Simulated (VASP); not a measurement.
Here is a VASP 6.6.1 calculation.

The input POSCAR:

```
NaCl
1.0
    0.0000000000      2.8577014197      2.8577014197
    2.8577014197      0.0000000000      2.8577014197
    2.8577014197      2.8577014197      0.0000000000
Na Cl
1 1
Direct
    0.0000000000      0.0000000000      0.0000000000
    0.5000000000      0.5000000000      0.5000000000
```

File INCAR.step1:

```
  PREC = Accurate
  ENCUT = 520
  ISMEAR = 0
  SIGMA = 0.01
  LREAL = F
  LASPH = T
  NELM = 100
  NBANDS = 14
  GGA = PE
  ALGO = Normal
  EDIFF = 1E-4
  LWAVE = T
  LCHARG = F
```

File INCAR.step2:

```
  PREC = Accurate
  ENCUT = 520
  EDIFF = 1E-6
  ISMEAR = 0
  SIGMA = 0.01
  LREAL = F
  LASPH = T
  NELM = 100
  ALGO = Normal
  ISIF = 2
  LWAVE = F
  LCHARG = F
  METAGGA = R2SCAN
  LMIXTAU = T
  NBANDS = 14
  ISTART = 1
```

KPOINTS

```
regular mesh
0
Gamma
  6 6 6
```

Potentials or basis: VASP PAW PBE potentials, release 64 (Na_pv, Cl).

Command:

```sh
$ cat potpaw_PBE.64/Na_pv/POTCAR potpaw_PBE.64/Cl/POTCAR > POTCAR
$ cp INCAR.step1 INCAR
$ mpirun -np 1 vasp_std > vasp.out
$ cp INCAR.step2 INCAR
$ mpirun -np 1 vasp_std > vasp.out
```

Problem. Predict the pressure.

Solution. -1.6 GPa.

Problem. Predict the band gap on the k mesh.

Solution. 5.76 eV, direct.

Caveat: the PAW data sets were made with another functional, which shifts forces and pressure a little.
